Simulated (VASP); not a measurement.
Fe, 1 atom in the cell. It takes space group Fm-3m (No. 225, cubic). Conventional cell: a = 3.514 Å, b = 3.514 Å, c = 3.514 Å, α = 90.00°, β = 90.00°, γ = 90.00°. Fe (site symmetry m-3m) has 12 Fe at 2.49 Å within 3.3 Å.  This cell differs from its parent crystal: volume scaled by 1.04.

| Property | Result |
| --- | --- |
| Program | VASP 6.6.1 |
| Task | single point |
| Functional | revPBE |
| Potentials or basis | VASP PAW PBE potentials, release 64 (Fe) |
| Cutoff | 520 eV |
| k mesh | 17 × 17 × 17 |
| Occupations | fermi-dirac, width 0.1 eV |
| Spin | no spin polarisation |
| Dipole correction | no |
| Further INCAR settings | ALGO = Normal; EDIFF = 1e-06; NBANDS = 10 |

Potentials or basis: VASP PAW PBE potentials, release 64 (Fe).

The run is started by

```bash
$ cat potpaw_PBE.64/Fe/POTCAR > POTCAR
$ mpirun -np 1 vasp_std > vasp.out
```

Hardware: 1 thread of Intel(R) Xeon(R) Platinum 8559C (Emerald Rapids), on a shared host.

Question: How long does it take, and how much memory?

Answer: It took 7.7 s on 1 thread of Intel(R) Xeon(R) Platinum 8559C (Emerald Rapids), on a shared host, peak memory 0.13 GiB. Counts: scf iterations 12, k points 165.
